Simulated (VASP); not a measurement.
Input of a VASP 6.6.1 run:

Contents of INCAR:

```
PREC = Accurate
ENCUT = 520
EDIFF = 1E-7
ISMEAR = 0
SIGMA = 0.1
LREAL = F
LASPH = T
NELM = 100
ALGO = Normal
ISIF = 2
LWAVE = F
LCHARG = T
GGA = PE
LELF = T
LVHAR = T
NBANDS = 23
```

The input KPOINTS:

```
Automatic mesh
0
Gamma
  12 12 12
```

Contents of POSCAR:

```
InGaO
1.0
    4.1201665443      0.0000000000      0.0000000000
    0.0000000000      4.1201665443      0.0000000000
    0.0000000000      0.0000000000      4.1439557589
In Ga O
1 1 1
Direct
    0.0000000000      0.0000000000      0.5000000000
    0.5000000000      0.5000000000      0.5000000000
    0.0000000000      0.0000000000      0.0000000000
```

Potentials or basis: VASP PAW PBE potentials, release 64 (In_d, Ga_d, O).

Run with:

```console
$ cat potpaw_PBE.64/In_d/POTCAR potpaw_PBE.64/Ga_d/POTCAR potpaw_PBE.64/O/POTCAR > POTCAR
$ mpirun -np 1 vasp_std > vasp.out
```

Question: Predict the band gap on the k mesh.

Answer: Zero (bands 16 and 17 overlap by 3.42 eV).

Question: Predict the pressure.

Answer: 0.1 GPa.

Stress tensor (GPa, compression positive):
```
-0.03  0.00  0.00
 0.00 -0.03  0.00
 0.00  0.00  0.39
```

Caveat: spin-orbit coupling is left out, which moves the levels of the heavy elements.
